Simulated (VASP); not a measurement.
Crystal: TaN.

```
Ta N
1.0
     2.93994    0.00000    0.00000
    -1.46997    2.54606    0.00000
     0.00000    0.00000    2.89018
Ta N
1 1
Cartesian
  0.0000 0.0000 1.4451
  1.4700 0.8487 0.0000
```

* Program: VASP 6.6.1
* Task: relaxation of cell and atoms
* Functional: LDA
* Potentials or basis: VASP PAW LDA potentials, release 64 (Ta_sv_GW, N)
* Cutoff: 700 eV
* k mesh: 9 × 9 × 8
* Occupations: gaussian, width 0.1 eV
* Spin: no spin polarisation

At the start: pressure -11.9 GPa; volume 10.82 Å³/atom.

Question: How do energy, volume and symmetry change on relaxing?

Answer: Over 3 steps the energy falls by 13.6 meV/atom and the volume is 10.48 Å³/atom (-3.2 %); space group P-6m2 (No. 187, to 0.1 Å) before and after.

The path:
```csv
step,energy change (eV),largest force (eV/Å),pressure (GPa),volume (Å³)
1,0.0000,0.0000,-11.89,21.63
2,0.1715,0.0000,39.62,19.22
3,-0.0272,0.0000,-0.45,20.95
```

Final structure:
```
Ta N
1.0
     2.91083    0.00000    0.00000
    -1.45541    2.52085    0.00000
     0.00000    0.00000    2.85539
Ta N
1 1
Direct
  0.00000 0.00000 0.50000
  0.66667 0.33333 0.00000
```
